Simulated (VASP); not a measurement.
# CsVH3 (P6_3/mmc) in VASP: notebook

CsVH3 is run at these levels: PBE; tasks: single point.

All numbers are computed with VASP 6.6.1; they aren't measurements. Logs are shortened: lines on timing, memory, paths and dates and some standing lists are left out, and cuts for length are marked.

## 1. The cell of the first run

The structure is hexagonal, space group P6_3/mmc (No. 194). Conventional cell: a = 6.396 Å, b = 6.396 Å, c = 5.251 Å, α = 90.00°, β = 90.00°, γ = 120.00°. Cs (site symmetry -6m2) has 12 H at 3.23 to 3.51 Å and 6 V at 3.92 Å within 4.3 Å. Within 2.5 Å of V (site symmetry -3m) lie 6 H at 1.90 Å. H (site symmetry mm2) has 2 V at 1.90 Å and 2 H at 2.37 Å within 2.5 Å.

## 2. Single point, PBE, collinear spin, ferromagnetic start

File INCAR:

```
PREC = Accurate
ENCUT = 520
EDIFF = 1E-6
ISMEAR = 0
SIGMA = 0.1
LREAL = F
LASPH = T
NELM = 150
ALGO = Normal
ISIF = 2
LWAVE = F
LCHARG = F
ISPIN = 2
MAGMOM = 0 0 2 2 0 0 0 0 0 0
LORBIT = 11
LMAXMIX = 4
GGA = PE
NBANDS = 40
```

File KPOINTS:

```
regular mesh
0
Gamma
  3 3 4
```

File POSCAR:

```
CsVH3
1.0
    6.3956304964     -0.0000000026      0.0000000000
   -3.1978152459      5.5387784844      0.0000000000
    0.0000000000      0.0000000000      5.2506946885
Cs V H
2 2 6
Direct
    0.3333333333      0.6666666667      0.7500000000
    0.6666666667      0.3333333333      0.2500000000
    0.0000000000      0.0000000000      0.0000000000
    0.0000000000      0.0000000000      0.5000000000
    0.8764199503      0.7528399006      0.7500000000
    0.2471600994      0.1235800497      0.7500000000
    0.8764199503      0.1235800497      0.7500000000
    0.1235800497      0.2471600994      0.2500000000
    0.7528399006      0.8764199503      0.2500000000
    0.1235800497      0.8764199503      0.2500000000
```

Potentials or basis: VASP PAW PBE potentials, release 64 (Cs_sv, V_sv, H).

Run with:

```
$ cat potpaw_PBE.64/Cs_sv/POTCAR potpaw_PBE.64/V_sv/POTCAR potpaw_PBE.64/H/POTCAR > POTCAR
$ mpirun -np 1 vasp_std > vasp.out
```

OUTCAR:

```text
PREC = Accurate
   ENCUT = 520
   EDIFF = 1E-6
   ISMEAR = 0
   LREAL = F
   LASPH = T
   NELM = 150
   ISIF = 2
   ISPIN = 2
   LORBIT = 11
   GGA = PE

 ion  position               nearest neighbor table
   1  0.333  0.667  0.750-
   2  0.667  0.333  0.250-
   3  0.000  0.000  0.000-   7 1.90  10 1.90   8 1.90   5 1.90   9 1.90   6 1.90   4 2.63   4 2.63

   4  0.000  0.000  0.500-   7 1.90  10 1.90   8 1.90   5 1.90   9 1.90   6 1.90   3 2.63   3 2.63

   5  0.876  0.753  0.750-   3 1.90   4 1.90
   6  0.247  0.124  0.750-   3 1.90   4 1.90
   7  0.876  0.124  0.750-   3 1.90   4 1.90
   8  0.124  0.247  0.250-   3 1.90   4 1.90
   9  0.753  0.876  0.250-   3 1.90   4 1.90
  10  0.124  0.876  0.250-   3 1.90   4 1.90

  LATTYP: Found a hexagonal cell.
 ALAT       =     6.3956304964
 C/A-ratio  =     0.8209815579

  Lattice vectors:

 A1 = (   6.3956304964,  -0.0000000026,   0.0000000000)
 A2 = (  -3.1978152459,   5.5387784844,   0.0000000000)
 A3 = (   0.0000000000,   0.0000000000,   5.2506946885)

Analysis of symmetry for initial positions (statically):
=====================================================================
 Subroutine PRICEL returns:
 Original cell was already a primitive cell.

 Routine SETGRP: Setting up the symmetry group for a
 hexagonal supercell.

 Subroutine GETGRP returns: Found 24 space group operations
 (whereof 12 operations were pure point group operations)
 out of a pool of 24 trial point group operations.

The static configuration has the point symmetry D_3d.
 The point group associated with its full space group is D_6h.

Analysis of symmetry for dynamics (positions and initial velocities):
=====================================================================
 Subroutine PRICEL returns:
 Original cell was already a primitive cell.

 Routine SETGRP: Setting up the symmetry group for a
 hexagonal supercell.

 Subroutine GETGRP returns: Found 24 space group operations
 (whereof 12 operations were pure point group operations)
 out of a pool of 24 trial point group operations.

The dynamic configuration has the point symmetry D_3d.
 The point group associated with its full space group is D_6h.

Analysis of structural, dynamic, and magnetic symmetry:
=====================================================================
 Subroutine PRICEL returns:
 Original cell was already a primitive cell.

[... 154 lines left out ...]

  energy without entropy =      -41.01469032  energy(sigma->0) =      -41.01663049

 E-fermi :   2.4472     XC(G=0):  -8.0447

 val. band max:        2.3577701275   @ k =   0.3333   0.3333   0.0000
 cond. band min:       2.6671431068   @ k =   0.3333  -0.0000   0.0000
 fundamental gap:      0.3093729793
 Fermi energy:         2.4472043152

 spin component 1

 k-point     1 :       0.0000    0.0000    0.0000
  band No.  band energies     occupation
      1     -62.4042      1.00000
      2     -62.3267      1.00000
      3     -36.6428      1.00000
      4     -36.2272      1.00000
      5     -36.2272      1.00000
      6     -36.1565      1.00000
[... 349 lines left out ...]
     36       6.1973      0.00000
     37       6.7478      0.00000
 Fermi energy:         2.4472043152

 spin component 2

 k-point     1 :       0.0000    0.0000    0.0000
  band No.  band energies     occupation
      1     -60.1228      1.00000
      2     -60.0430      1.00000
      3     -34.6718      1.00000
      4     -34.0884      1.00000
      5     -33.8101      1.00000
      6     -33.8101      1.00000
[... 349 lines left out ...]
     36       7.0239      0.00000
     37       7.3252      0.00000
 [bands above 37 left out]

------------------------ aborting loop because EDIFF is reached ----------------------------------------

  FORCE on cell =-STRESS in cart. coord.  units (eV):
  Direction    XX          YY          ZZ          XY          YZ          ZX
  --------------------------------------------------------------------------------------
  -------------------------------------------------------------------------------------
  Total       -0.0868958     -0.0868958     -0.0207186     -0.0000000      0.0000000      0.0000000
  in kB       -0.7485061     -0.7485061     -0.1784663     -0.0000000      0.0000000      0.0000000
  external PRESSURE =      -0.5584928 kB  Pullay stress =       0.0000000 kB

 VOLUME and BASIS-vectors are now :
 -----------------------------------------------------------------------------
  energy-cutoff  :      520.00
  volume of cell :      186.00
      direct lattice vectors                 reciprocal lattice vectors
     6.395630496 -0.000000003  0.000000000     0.156356750  0.090272612  0.000000000
    -3.197815246  5.538778484  0.000000000     0.000000000  0.180545224  0.000000000
     0.000000000  0.000000000  5.250694689     0.000000000  0.000000000  0.190450990

 POSITION                                       TOTAL-FORCE (eV/Angst)
 -----------------------------------------------------------------------------------
      0.00000      3.69252      3.93802        -0.000000     -0.000000      0.000000
      3.19782      1.84626      1.31267        -0.000000     -0.000000      0.000000
      0.00000      0.00000      0.00000         0.000000     -0.000000      0.000000
      0.00000      0.00000      2.62535        -0.000000     -0.000000      0.000000
      3.19782      4.16981      3.93802        -0.000000     -0.001014     -0.000000
      1.18556      0.68448      3.93802         0.000878      0.000507      0.000000
      5.21007      0.68448      3.93802        -0.000878      0.000507      0.000000
      0.00000      1.36897      1.31267         0.000000      0.001014      0.000000
      2.01226      4.85430      1.31267        -0.000878     -0.000507      0.000000
     -2.01226      4.85430      1.31267         0.000878     -0.000507     -0.000000
 -----------------------------------------------------------------------------------
    total drift:                                0.000000     -0.000000      0.000000

  FREE ENERGIE OF THE ION-ELECTRON SYSTEM (eV)
  ---------------------------------------------------
  free  energy   TOTEN  =       -41.0185706596 eV

  energy  without entropy=      -41.0146903225  energy(sigma->0) =      -41.01663049

 total charge

# of ion       s       p       d       tot
------------------------------------------
    1        1.836   4.696   0.036   6.568
    2        1.836   4.696   0.036   6.568
    3        2.238   6.184   3.045  11.466
    4        2.238   6.184   3.045  11.466
    5        0.540   0.007   0.000   0.547
    6        0.540   0.007   0.000   0.547
    7        0.540   0.007   0.000   0.547
    8        0.540   0.007   0.000   0.547
    9        0.540   0.007   0.000   0.547
   10        0.540   0.007   0.000   0.547
--------------------------------------------------
tot         11.385  21.801   6.161  39.347

 magnetization (x)

# of ion       s       p       d       tot
------------------------------------------
    1        0.004   0.014   0.014   0.033
    2        0.004   0.014   0.014   0.033
    3        0.045   0.033   2.330   2.408
    4        0.045   0.033   2.330   2.408
    5       -0.025   0.004   0.000  -0.021
    6       -0.025   0.004   0.000  -0.021
    7       -0.025   0.004   0.000  -0.021
    8       -0.025   0.004   0.000  -0.021
    9       -0.025   0.004   0.000  -0.021
   10       -0.025   0.004   0.000  -0.021
--------------------------------------------------
tot         -0.050   0.119   4.689   4.758
```

stdout:

```text
POSCAR found type information on POSCAR CsV H
 POSCAR found :  3 types and      10 ions
 scaLAPACK will be used
 LDA part: xc-table for (Slater+PW92), standard interpolation
 POSCAR, INCAR and KPOINTS ok, starting setup
 FFT: planning ... GRIDC
 FFT: planning ... GRID_SOFT
 FFT: planning ... GRID
 WAVECAR not read
 entering main loop
```

Wall time 2.8 min (1 thread of Intel Xeon Platinum 8488C (Sapphire Rapids), shared host); peak memory 0.41 GiB.

What came out:

* Free energy: -41.0186 eV
* Pressure: -0.1 GPa
* Net moment: 5.94 μB per cell
* Site moments: Cs +0.03; V +2.41; H -0.02 μB
* Valence electrons inside the program's atomic spheres: Cs 6.57; V 11.47; H 0.55

Caveat: the k points lie up to 0.38 Å⁻¹ apart; spin-orbit coupling is left out, which moves the levels of the heavy elements.

## 3. Single point, PBE, collinear spin, ferromagnetic start

This run uses another cell than the first one, of 25.54 Å³/atom.

File INCAR:

```
SYSTEM = CsVH3
PREC = Accurate
ENCUT = 520
EDIFF = 1E-7
ISMEAR = 0
SIGMA = 0.1
LREAL = .False.
LASPH = .True.
NELM = 150
ALGO = Normal
ISIF = 2
LWAVE = .False.
LCHARG = .False.
ISPIN = 2
MAGMOM = 0 0 2 2 0 0 0 0 0 0
LORBIT = 11
LMAXMIX = 4
GGA = PE
NBANDS = 40
```

File KPOINTS:

```
regular mesh
0
Gamma
  3 3 4
  0 0 0
```

File POSCAR:

```
CsVH3
1.0
    7.0546198700      0.0000000000      0.0000000000
   -3.5273099300      6.1094800200      0.0000000000
    0.0000000000      0.0000000000      5.9258806900
Cs V H
2 2 6
Direct
    0.3333333300      0.6666666700      0.7500000000
    0.6666666700      0.3333333300      0.2500000000
    0.0000000000      0.0000000000      0.0000000000
    0.0000000000      0.0000000000      0.5000000000
    0.8333333300      0.6666666700      0.7500000000
    0.3333333300      0.1666666700      0.7500000000
    0.8333333300      0.1666666700      0.7500000000
    0.1666666700      0.3333333300      0.2500000000
    0.6666666700      0.8333333300      0.2500000000
    0.1666666700      0.8333333300      0.2500000000
```

Potentials or basis: VASP PAW PBE potentials, release 64 (Cs_sv, V_sv, H).

Run with:

```
$ cat potpaw_PBE.64/Cs_sv/POTCAR potpaw_PBE.64/V_sv/POTCAR potpaw_PBE.64/H/POTCAR > POTCAR
$ mpirun -np 1 vasp_std > vasp.out
```

OUTCAR:

```text
SYSTEM = CsVH3
   PREC = Accurate
   ENCUT = 520
   EDIFF = 1E-7
   ISMEAR = 0
   LREAL = .False.
   LASPH = .True.
   NELM = 150
   ISIF = 2
   ISPIN = 2
   LORBIT = 11
   GGA = PE

 ion  position               nearest neighbor table
   1  0.333  0.667  0.750-
   2  0.667  0.333  0.250-
   3  0.000  0.000  0.000-
   4  0.000  0.000  0.500-
   5  0.833  0.667  0.750-
   6  0.333  0.167  0.750-
   7  0.833  0.167  0.750-
   8  0.167  0.333  0.250-
   9  0.667  0.833  0.250-
  10  0.167  0.833  0.250-

  LATTYP: Found a hexagonal cell.
 ALAT       =     7.0546198700
 C/A-ratio  =     0.8399999999

  Lattice vectors:

 A1 = (   7.0546198700,   0.0000000000,   0.0000000000)
 A2 = (  -3.5273099300,   6.1094800200,   0.0000000000)
 A3 = (   0.0000000000,   0.0000000000,   5.9258806900)

Analysis of symmetry for initial positions (statically):
=====================================================================
 Subroutine PRICEL returns:
 Original cell was already a primitive cell.

 Routine SETGRP: Setting up the symmetry group for a
 hexagonal supercell.

 Subroutine GETGRP returns: Found 24 space group operations
 (whereof 12 operations were pure point group operations)
 out of a pool of 24 trial point group operations.

The static configuration has the point symmetry D_3d.
 The point group associated with its full space group is D_6h.

Analysis of symmetry for dynamics (positions and initial velocities):
=====================================================================
 Subroutine PRICEL returns:
 Original cell was already a primitive cell.

 Routine SETGRP: Setting up the symmetry group for a
[... 538 lines left out ...]
     37       4.1427      0.00000
 Fermi energy:         0.2534169036

 spin component 2

 k-point     1 :       0.0000    0.0000    0.0000
  band No.  band energies     occupation
      1     -62.4679      1.00000
      2     -62.4506      1.00000
      3     -36.6242      1.00000
      4     -36.4543      1.00000
      5     -36.2295      1.00000
      6     -36.2295      1.00000
[... 349 lines left out ...]
     36       4.2436      0.00000
     37       4.8377      0.00000
 [bands above 37 left out]

------------------------ aborting loop because EDIFF is reached ----------------------------------------

  FORCE on cell =-STRESS in cart. coord.  units (eV):
  Direction    XX          YY          ZZ          XY          YZ          ZX
  --------------------------------------------------------------------------------------
  -------------------------------------------------------------------------------------
  Total      -11.3169175    -11.3169174    -11.8560587     -0.0000000      0.0000000      0.0000000
  in kB      -70.9917629    -70.9917629    -74.3738315     -0.0000001      0.0000000      0.0000000
  external PRESSURE =     -72.1191191 kB  Pullay stress =       0.0000000 kB

 VOLUME and BASIS-vectors are now :
 -----------------------------------------------------------------------------
  energy-cutoff  :      520.00
  volume of cell :      255.41
      direct lattice vectors                 reciprocal lattice vectors
     7.054619870  0.000000000  0.000000000     0.141751082  0.081840025  0.000000000
    -3.527309930  6.109480020  0.000000000     0.000000000  0.163680051  0.000000000
     0.000000000  0.000000000  5.925880690     0.000000000  0.000000000  0.168751288

 POSITION                                       TOTAL-FORCE (eV/Angst)
 -----------------------------------------------------------------------------------
     -0.00000      4.07299      4.44441        -0.000000     -0.000000     -0.000000
      3.52731      2.03649      1.48147        -0.000000     -0.000000     -0.000000
      0.00000      0.00000      0.00000        -0.000000     -0.000000     -0.000000
      0.00000      0.00000      2.96294        -0.000000     -0.000000     -0.000000
      3.52731      4.07299      4.44441         0.000000      1.608602     -0.000000
      1.76365      1.01825      4.44441        -1.393090     -0.804301     -0.000000
      5.29096      1.01825      4.44441         1.393090     -0.804301     -0.000000
      0.00000      2.03649      1.48147        -0.000000     -1.608602      0.000000
      1.76366      5.09123      1.48147         1.393090      0.804301      0.000000
     -1.76365      5.09123      1.48147        -1.393090      0.804301      0.000000
 -----------------------------------------------------------------------------------
    total drift:                               -0.000017      0.000010     -0.000000

  FREE ENERGIE OF THE ION-ELECTRON SYSTEM (eV)
  ---------------------------------------------------
  free  energy   TOTEN  =       -35.3542307643 eV

  energy  without entropy=      -35.3542307643  energy(sigma->0) =      -35.35423076

 total charge

# of ion       s       p       d       tot
------------------------------------------
    1        1.832   4.705   0.018   6.555
    2        1.832   4.705   0.018   6.555
    3        2.153   6.046   2.923  11.121
    4        2.153   6.046   2.923  11.121
    5        0.448   0.001   0.000   0.449
    6        0.448   0.001   0.000   0.449
    7        0.448   0.001   0.000   0.449
    8        0.448   0.001   0.000   0.449
    9        0.448   0.001   0.000   0.449
   10        0.448   0.001   0.000   0.449
--------------------------------------------------
tot         10.656  21.509   5.881  38.046

 magnetization (x)

# of ion       s       p       d       tot
------------------------------------------
    1        0.001   0.004   0.002   0.007
    2        0.001   0.004   0.002   0.007
    3        0.045   0.027   2.624   2.695
    4        0.045   0.027   2.624   2.695
    5       -0.041   0.001   0.000  -0.041
    6       -0.041   0.001   0.000  -0.041
    7       -0.041   0.001   0.000  -0.041
    8       -0.041   0.001   0.000  -0.041
    9       -0.041   0.001   0.000  -0.041
   10       -0.041   0.001   0.000  -0.041
--------------------------------------------------
tot         -0.156   0.064   5.251   5.159
```

Run time: 4.8 min. Hardware: 1 thread of Intel Xeon Platinum 8488C (Sapphire Rapids), shared host; peak memory 0.55 GiB.

Results:

| Property | Result |
| --- | --- |
| Free energy | -35.3542 eV |
| Pressure | -7.2 GPa |
| Largest force | 1.609 eV/Å |
| Band gap on the k mesh | 0.89 eV (least direct gap 0.92 eV) |
| Net moment | 6.00 μB per cell |
| Site moments | Cs +0.01; V +2.69; H -0.04 μB |
| Valence electrons inside the program's atomic spheres | Cs 6.55; V 11.12; H 0.45 |

Forces in eV/Å, atoms in the order of the input:
```
Cs   0.000  0.000  0.000
Cs   0.000  0.000  0.000
V    0.000  0.000  0.000
V    0.000  0.000  0.000
H    0.000  1.609  0.000
H   -1.393 -0.804  0.000
H    1.393 -0.804  0.000
H    0.000 -1.609  0.000
H    1.393  0.804  0.000
H   -1.393  0.804  0.000
```

Caveat: the cell stands under tension; spin-orbit coupling is left out, which moves the levels of the heavy elements; an odd mesh through Γ misses points on the zone boundary, where band edges can lie; forces of over 1 eV/Å act on the atoms, so gaps and moduli don't describe the material at rest.
